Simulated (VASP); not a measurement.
# Pt (Fm-3m) in VASP: a series of runs

Runs on Pt. Level: PBEsol. Tasks: single point.

Program: VASP 6.6.1. These are calculated values, not measurements. Logs are shortened: lines on timing, memory, paths and dates and some standing lists are left out, and cuts for length are marked.

### 1 The cell of the first run

The structure is cubic, space group Fm-3m (No. 225). Conventional cell: a = 3.722 Å, b = 3.722 Å, c = 3.722 Å, α = 90.00°, β = 90.00°, γ = 90.00°. Pt (site symmetry m-3m) has 12 Pt at 2.63 Å within 3.5 Å.

### 2 Single point, PBEsol (strain -0.050 along x and y, -0.050 along z)

INCAR

```
PREC = Accurate
ENCUT = 520
EDIFF = 1E-6
ISMEAR = 0
SIGMA = 0.15
LREAL = F
LASPH = T
NELM = 60
ALGO = Normal
ISIF = 2
LWAVE = F
LCHARG = F
GGA = PS
NBANDS = 11
```

KPOINTS

```
regular mesh
0
Gamma
  26 26 26
```

POSCAR

```
Pt
1.0
    0.0000000000      1.8610788282      1.8610788282
    1.8610788282      0.0000000000      1.8610788282
    1.8610788282      1.8610788282      0.0000000000
Pt
1
Direct
    0.0000000000      0.0000000000      0.0000000000
```

Potentials or basis: VASP PAW PBE potentials, release 64 (Pt).

Command:

```
$ cat potpaw_PBE.64/Pt/POTCAR > POTCAR
$ mpirun -np 1 vasp_std > vasp.out
```

OUTCAR:

```text
PREC = Accurate
   ENCUT = 520
   EDIFF = 1E-6
   ISMEAR = 0
   LREAL = F
   LASPH = T
   NELM = 60
   ISIF = 2
   GGA = PS

 ion  position               nearest neighbor table
   1  0.000  0.000  0.000-

  LATTYP: Found a face centered cubic cell.
 ALAT       =     3.7221576564

  Lattice vectors:

 A1 = (   0.0000000000,   1.8610788282,   1.8610788282)
 A2 = (   1.8610788282,   0.0000000000,   1.8610788282)
 A3 = (   1.8610788282,   1.8610788282,   0.0000000000)

Analysis of symmetry for initial positions (statically):
=====================================================================
 Subroutine PRICEL returns:
 Original cell was already a primitive cell.

 Routine SETGRP: Setting up the symmetry group for a
 face centered cubic supercell.

 Subroutine GETGRP returns: Found 48 space group operations
 (whereof 48 operations were pure point group operations)
 out of a pool of 48 trial point group operations.

The static configuration has the point symmetry O_h .

Analysis of symmetry for dynamics (positions and initial velocities):
=====================================================================
 Subroutine PRICEL returns:
 Original cell was already a primitive cell.

 Routine SETGRP: Setting up the symmetry group for a
 face centered cubic supercell.

 Subroutine GETGRP returns: Found 48 space group operations
 (whereof 48 operations were pure point group operations)
 out of a pool of 48 trial point group operations.

The dynamic configuration has the point symmetry O_h .

 Subroutine INISYM returns: Found 48 space group operations
 (whereof 48 operations are pure point group operations),
 and found     1 'primitive' translations

----------------------------------------------------------------------------------------

                                     Primitive cell

  volume of cell :      12.8921

  direct lattice vectors                    reciprocal lattice vectors
     0.000000000  1.861078828  1.861078828    -0.268661377  0.268661377  0.268661377
     1.861078828  0.000000000  1.861078828     0.268661377 -0.268661377  0.268661377
     1.861078828  1.861078828  0.000000000     0.268661377  0.268661377 -0.268661377

  length of vectors
     2.631962919  2.631962919  2.631962919     0.465335154  0.465335154  0.465335154

  position of ions in fractional coordinates (direct lattice)
     0.000000000  0.000000000  0.000000000

  ion indices of the primitive-cell ions
   primitive index   ion index
                 1           1

----------------------------------------------------------------------------------------

 KPOINTS: regular mesh

Automatic generation of k-mesh.
 Grid dimensions read from file:
 generate k-points for:   26   26   26

 Generating k-lattice:

  Cartesian coordinates                     Fractional coordinates (reciprocal lattice)
    -0.010333130  0.010333130  0.010333130     0.038461538  0.000000000  0.000000000
     0.010333130 -0.010333130  0.010333130     0.000000000  0.038461538  0.000000000
     0.010333130  0.010333130 -0.010333130     0.000000000  0.000000000  0.038461538

  Length of vectors
     0.017897506  0.017897506  0.017897506

  Shift w.r.t. Gamma in fractional coordinates (k-lattice)
     0.000000000  0.000000000  0.000000000

 Subroutine IBZKPT returns following result:
 ===========================================

 Found    511 irreducible k-points:

 Following reciprocal coordinates:
            Coordinates               Weight
  0.000000  0.000000  0.000000      1.000000
  0.038462  0.000000  0.000000      8.000000
  0.076923  0.000000  0.000000      8.000000
  0.115385  0.000000  0.000000      8.000000
  0.153846  0.000000  0.000000      8.000000
  0.192308  0.000000  0.000000      8.000000
[... 16 lines left out ...]
  0.346154  0.038462  0.000000     24.000000
  0.384615  0.038462  0.000000     24.000000
 [... further k-points ...]
   k-points           NKPTS =    511   k-points in BZ     NKDIM =    511   number of bands    NBANDS=     11
   number of dos      NEDOS =    301   number of ions     NIONS =      1
   total plane-waves  NPLWV =   8000
   dimension x,y,z NGX =    20 NGY =   20 NGZ =   20
   dimension x,y,z NGXF=    40 NGYF=   40 NGZF=   40
   ions per type =               1
   NGX,Y,Z   is equivalent  to a cutoff of  12.63, 12.63, 12.63 a.u.
   NGXF,Y,Z  is equivalent  to a cutoff of  25.27, 25.27, 25.27 a.u.
 SYSTEM =  unknown system
   PREC   = accura    normal or accurate (medium, high low for compatibility)
   ISTART =      0    job   : 0-new  1-cont  2-samecut
   ICHARG =      2    charge: 1-file 2-atom 10-const
   ISPIN  =      1    spin polarized calculation?
   LNONCOLLINEAR =      F non collinear calculations
   LSORBIT =      F    spin-orbit coupling
   LASPH  =      T    aspherical Exc in radial PAW
   ENCUT  =  520.0 eV  38.22 Ry    6.18 a.u.   4.89  4.89  4.89*2*pi/ulx,y,z
   NELM   =     60;   NELMIN=  2; NELMDL= -5     # of ELM steps
   EDIFF  = 0.1E-05   stopping-criterion for ELM
   LREAL  =      F    real-space projection
   EDIFFG = 0.1E-04   stopping-criterion for IOM
   NSW    =      0    number of steps for IOM
   IBRION =     -1    ionic relax: 0-MD 1-quasi-New 2-CG
   NFREE  =      0    steps in history (QN), initial steepest desc. (CG)
   ISIF   =      2    stress and relaxation
   ISYM   =      2    0-nonsym 1-usesym 2-fastsym
   POTIM  = 0.5000    time-step for ionic-motion
   TEBEG  =    0.0;   TEEND  =   0.0 temperature during run
   PSTRESS=    0.0 pullay stress
   NELECT =      10.0000    total number of electrons
   NUPDOWN=      -1.0000    fix difference up-down
   EMIN   =  10.00;   EMAX   =-10.00  energy-range for DOS
   EFERMI =   0.00;   METHOD = LEGACY
   ISMEAR =     0;   SIGMA  =   0.15  broadening in eV -4-tet -1-fermi 0-gaus
   EFERMI_NEDOS =   21; number of points for ismear=-14 and -15
   IALGO  =     38    algorithm
   IMIX   =      4    mixing-type and parameters
     AMIX     =   0.40;   BMIX     =  1.00
     AMIX_MAG =   1.60;   BMIX_MAG =  1.00
  volume/ion in A,a.u.               =      12.89        87.00
  Fermi-wavevector in a.u.,A,eV,Ry     =   1.504181  2.842490 30.783999  2.262560
  Thomas-Fermi vector in A             =   2.615194
   LORBIT       =      0    0 simple, 1 ext, 2 COOP (PROOUT), +10 PAW based schemes
   GGA     = PS    functional components
   LHFCALC =     F    Hartree Fock is set to
   AEXX    =    0.0000 exact exchange contribution
   IVDW    =     0    specifies the selected vdW correction
   LEPSILON=     F    determine dielectric tensor
   LRPA    =     F    only Hartree local field effects (RPA)
 non-spin polarized calculation
 Gauss-broadening in eV      SIGMA  =   0.15
  energy-cutoff  :      520.00
  volume of cell :       12.89
 maximum number of plane-waves:       360
   NGX =  9   NGY =  9   NGZ =  9

 number of electron      10.0000000 magnetization

 Free energy of the ion-electron system (eV)
  ---------------------------------------------------
  ext. energy  EPLUGINS =         0.00000000
  ---------------------------------------------------
  free energy    TOTEN  =        -6.59612419 eV

  energy without entropy =       -6.57919295  energy(sigma->0) =       -6.58765857

 E-fermi :  14.4084     XC(G=0): -14.5705

 val. band max:       14.4073358560   @ k =  -0.4231   0.3462   0.0000
 cond. band min:      14.4104149452   @ k =   0.4615   0.0000   0.0000
 fundamental gap:      0.0030790892
 Fermi energy:        14.4083700452

 k-point     1 :       0.0000    0.0000    0.0000
  band No.  band energies     occupation
      1       2.2004      2.00000
      2       9.4962      2.00000
      3       9.4962      2.00000
      4       9.4962      2.00000
      5      12.3087      2.00000
      6      12.3087      2.00000
      7      28.4064      0.00000
      8      34.2851      0.00000
      9      34.2851      0.00000
     10      34.2851      0.00000
     11      40.1841      0.00000

 k-point     2 :       0.0385    0.0000    0.0000
  band No.  band energies     occupation
      1       2.2708      2.00000
      2       9.4590      2.00000
      3       9.5267      2.00000
      4       9.5267      2.00000
      5      12.2884      2.00000
      6      12.2884      2.00000
      7      28.5292      0.00000
      8      33.9281      0.00000
      9      34.4035      0.00000
     10      34.4035      0.00000
     11      40.6199      0.00000

 k-point     3 :       0.0769    0.0000    0.0000
  band No.  band energies     occupation
      1       2.4788      2.00000
      2       9.3554      2.00000
      3       9.6130      2.00000
      4       9.6130      2.00000
      5      12.2351      2.00000
      6      12.2351      2.00000
      7      28.8840      0.00000
      8      33.0799      0.00000
      9      34.7541      0.00000
     10      34.7541      0.00000
     11      41.6589      0.00000

 k-point     4 :       0.1154    0.0000    0.0000
  band No.  band energies     occupation
      1       2.8130      2.00000
      2       9.2092      2.00000
      3       9.7382      2.00000
      4       9.7382      2.00000
      5      12.1720      2.00000
      6      12.1720      2.00000
      7      29.4252      0.00000
      8      32.0496      0.00000
      9      35.3238      0.00000
     10      35.3238      0.00000
     11      42.6253      0.00000
[... 239 lines left out ...]
 k-point    22 :       0.3077    0.0385    0.0000
  band No.  band energies     occupation
      1       4.9935      2.00000
      2       9.3598      2.00000
      3       9.8233      2.00000
      4       9.9177      2.00000
      5      12.7278      2.00000
      6      13.1726      2.00000
      7      26.9995      0.00000
      8      30.7052      0.00000
      9      37.6241      0.00000
     10      38.4896      0.00000
     11      40.2596      0.00000

 k-point    23 :       0.3462    0.0385    0.0000
  band No.  band energies     occupation
      1       5.1933      2.00000
      2       9.6710      2.00000
      3       9.7977      2.00000
      4       9.9939      2.00000
      5      13.2029      2.00000
      6      13.5619      2.00000
      7      25.7824      0.00000
      8      29.9243      0.00000
      9      36.6665      0.00000
     10      37.6812      0.00000
     11      40.8662      0.00000

 k-point    24 :       0.3846    0.0385    0.0000
  band No.  band energies     occupation
      1       5.2706      2.00000
      2       9.5438      2.00000
      3       9.6747      2.00000
      4      10.7924      2.00000
      5      13.7054      2.00000
      6      13.9362      1.99999
      7      24.4821      0.00000
      8      29.1973      0.00000
      9      35.6799      0.00000
     10      36.5243      0.00000
     11      42.2306      0.00000

 [... further k-points ...]

------------------------ aborting loop because EDIFF is reached ----------------------------------------

  FORCE on cell =-STRESS in cart. coord.  units (eV):
  Direction    XX          YY          ZZ          XY          YZ          ZX
  --------------------------------------------------------------------------------------
  -------------------------------------------------------------------------------------
  Total        5.3469989      5.3469989      5.3469989      0.0000000      0.0000000      0.0000000
  in kB      664.5021278    664.5021278    664.5021278      0.0000000      0.0000000      0.0000000
  external PRESSURE =     664.5021278 kB  Pullay stress =       0.0000000 kB

 VOLUME and BASIS-vectors are now :
 -----------------------------------------------------------------------------
  energy-cutoff  :      520.00
  volume of cell :       12.89
      direct lattice vectors                 reciprocal lattice vectors
     0.000000000  1.861078828  1.861078828    -0.268661377  0.268661377  0.268661377
     1.861078828  0.000000000  1.861078828     0.268661377 -0.268661377  0.268661377
     1.861078828  1.861078828  0.000000000     0.268661377  0.268661377 -0.268661377

 POSITION                                       TOTAL-FORCE (eV/Angst)
 -----------------------------------------------------------------------------------
      0.00000      0.00000      0.00000        -0.000000     -0.000000      0.000000
 -----------------------------------------------------------------------------------
    total drift:                                0.000000      0.000000      0.000000

  FREE ENERGIE OF THE ION-ELECTRON SYSTEM (eV)
  ---------------------------------------------------
  free  energy   TOTEN  =        -6.5961241886 eV

  energy  without entropy=       -6.5791929547  energy(sigma->0) =       -6.58765857
```

It took 41 s on 1 thread of Intel Xeon Platinum 8488C (Sapphire Rapids), shared host; peak memory 0.18 GiB.

What came out:

- Free energy: -6.5961 eV
- Pressure: 66.5 GPa
- Band gap on the k mesh: zero (bands 5 and 6 overlap by 2.95 eV)

Caveat: the cell differs from its parent crystal (strain -0.050 along x and y, -0.050 along z); the cell stands under pressure; the PAW data sets were made with another functional, which shifts forces and pressure a little; spin-orbit coupling is left out, which moves the levels of the heavy elements.

### 3 Single point, PBEsol (strain +0.050 along x and y, +0.050 along z)

INCAR

```
SYSTEM = Pt
PREC = Accurate
ENCUT = 520
EDIFF = 1E-6
ISMEAR = 0
SIGMA = 0.15
LREAL = .False.
LASPH = .True.
NELM = 60
ALGO = Normal
ISIF = 2
LWAVE = .False.
LCHARG = .True.
GGA = PS
LELF = .True.
LVHAR = .True.
NBANDS = 11
```

KPOINTS

```
regular mesh
0
Gamma
  26 26 26
  0 0 0
```

POSCAR

```
Pt
1.0
    0.0000000000      2.0569818628      2.0569818628
    2.0569818628      0.0000000000      2.0569818628
    2.0569818628      2.0569818628      0.0000000000
Pt
1
Direct
    0.0000000000      0.0000000000      0.0000000000
```

Potentials or basis: VASP PAW PBE potentials, release 64 (Pt).

Command:

```
$ cat potpaw_PBE.64/Pt/POTCAR > POTCAR
$ mpirun -np 1 vasp_std > vasp.out
```

Run time: 49 s. Hardware: 1 thread of Intel Xeon Platinum 8488C (Sapphire Rapids), shared host; peak memory 0.22 GiB.

The run converged. Its results:

| Quantity | Value |
| --- | --- |
| Free energy | -6.7269 eV |
| Pressure | -28.4 GPa |
| Band gap on the k mesh | zero (bands 5 and 6 overlap by 1.73 eV) |

Levels at points of the mesh, in eV from the Fermi level:
| k point | band 3 | band 4 | band 5 | band 6 | band 7 | band 8 |
| --- | --- | --- | --- | --- | --- | --- |
| (0.00, 0.00, 0.00) | -3.00 | -3.00 | -1.29 | -1.29 | 14.91 | 19.07 |
| (0.50, 0.00, 0.00) | -3.04 | 0.02 | 0.02 | 0.03 | 4.80 | 14.42 |
| (0.50, 0.50, 0.00) | 0.00 | 0.36 | 0.36 | 2.00 | 7.40 | 10.87 |

Caveat: the cell differs from its parent crystal (strain +0.050 along x and y, +0.050 along z); the cell stands under tension; the PAW data sets were made with another functional, which shifts forces and pressure a little; spin-orbit coupling is left out, which moves the levels of the heavy elements.
